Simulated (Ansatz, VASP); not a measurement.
# Two plane-wave programs on ZnSe

File POSCAR:

```
ZnSe
1.0
    0.0000000000      2.6714933975      2.6714933975
    2.6714933975      0.0000000000      2.6714933975
    2.6714933975      2.6714933975      0.0000000000
Se Zn
1 1
Direct
    0.0000000000      0.0000000000      0.0000000000
    0.5000000000      0.5000000000      0.5000000000
```

File INCAR.step1:

```
SYSTEM = ZnSe
  PREC = Accurate
  ENCUT = 520
  ISMEAR = 0
  SIGMA = 0.05
  LREAL = .FALSE.
  LASPH = .TRUE.
  NELM = 60
  NBANDS = 16
  GGA = PE
  ALGO = Normal
  EDIFF = 1E-4
  LWAVE = .TRUE.
  LCHARG = .FALSE.
```

The input INCAR.step2:

```
SYSTEM = ZnSe
  PREC = Accurate
  ENCUT = 520
  EDIFF = 1E-6
  ISMEAR = 0
  SIGMA = 0.05
  LREAL = .FALSE.
  LASPH = .TRUE.
  NELM = 60
  ALGO = Normal
  ISIF = 2
  LWAVE = .FALSE.
  LCHARG = .FALSE.
  METAGGA = R2SCAN
  LMIXTAU = .TRUE.
  NBANDS = 16
  ISTART = 1
```

File KPOINTS:

```
regular mesh
0
G
  12 12 12
  0 0 0
```

Input for Ansatz:

```yaml
crystal:
  lattice:
    - [0.0, 2.6714933975, 2.6714933975]
    - [2.6714933975, 0.0, 2.6714933975]
    - [2.6714933975, 2.6714933975, 0.0]
  atoms:
    - { symbol: Se, position: [0.0, 0.0, 0.0] }
    - { symbol: Zn, position: [0.5, 0.5, 0.5] }
basis:
  ecutwfc: 500
  ecutrho_ratio: 4
kpoints:
  mp_grid: { grid: [12, 12, 12] }
hamiltonian:
  xc: r2scan
scf:
  occupations: { method: gaussian, width: 0.05 }
output:
  forces: true
  stress: true
  eigenvalues: true
```

Alike in both runs: task single point; functional r2SCAN; k mesh 12 × 12 × 12; occupations gaussian, width 0.05 eV; no spin polarisation.

|  | VASP | Ansatz |
| --- | --- | --- |
| version | VASP 6.6.1 | Ansatz 0.2.0 |
| potentials or method | VASP PAW PBE potentials, release 64 (Se, Zn), cutoff 520 eV | scalar-relativistic, plane waves, PAW |
| valence electrons in the cell | 18 | 28 |

Ansatz gave:

- gap on the k mesh at the Fermi level (eV): none
- pressure (GPa): -1.2

Problem. Which values does VASP return?

Solution. gap on the k mesh at the Fermi level (eV): none; pressure (GPa): -0.9.

VASP's potentials were made for PBE, not for r2SCAN. A gap of «none» marks a metal or a gap that the smearing closes. VASP's potentials hold 18 valence electrons a cell and Ansatz's 28, so a difference there can come from the potentials and not from the codes.
